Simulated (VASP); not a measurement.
## Fe2O (antifluorite type): single point with PBE

Crystal: Fe2O (antifluorite type).

```
Fe O
1.0
     0.00000    2.41639    2.41639
     2.41639    0.00000    2.41639
     2.41639    2.41639    0.00000
Fe O
2 1
Direct
  0.25000 0.25000 0.25000
  0.75000 0.75000 0.75000
  0.00000 0.00000 0.00000
```

```yaml
Program: VASP 6.6.1
Task: single point
Functional: PBE
Potentials_or_basis: VASP PAW PBE potentials, release 64 (Fe, O)
Cutoff: 520 eV
k_mesh: 13 × 13 × 13
Occupations: fermi-dirac, width 0.0612256 eV
Spin: no spin polarisation
Dipole_correction: no
Further_INCAR_settings: ALGO = Normal; EDIFF = 1e-06; NBANDS = 18
```

The pressure is 9.6 GPa and the band gap on the k mesh is zero (band 11 reaches 7.96 eV, above the bottom of band 12 at 6.87 eV).

Levels at points of the mesh, in eV from the Fermi level:
| k point | band 7 | band 8 | band 9 | band 10 | band 11 | band 12 | band 13 | band 14 | band 15 | band 16 |
| --- | --- | --- | --- | --- | --- | --- | --- | --- | --- | --- |
| (0.00, 0.00, 0.00) | -3.28 | 0.43 | 0.43 | 0.43 | 0.43 | 0.43 | 0.43 | 1.43 | 1.43 | 9.49 |

Wall time 41 s on 1 thread of Intel Xeon 6975P-C, with other jobs on the host, peak memory 0.18 GiB.

Caveat: the run has no spin polarisation, though such a crystal can be magnetic. With open d or f shells a metallic result of PBE can be an artefact of self-interaction; +U or a hybrid may open a gap.
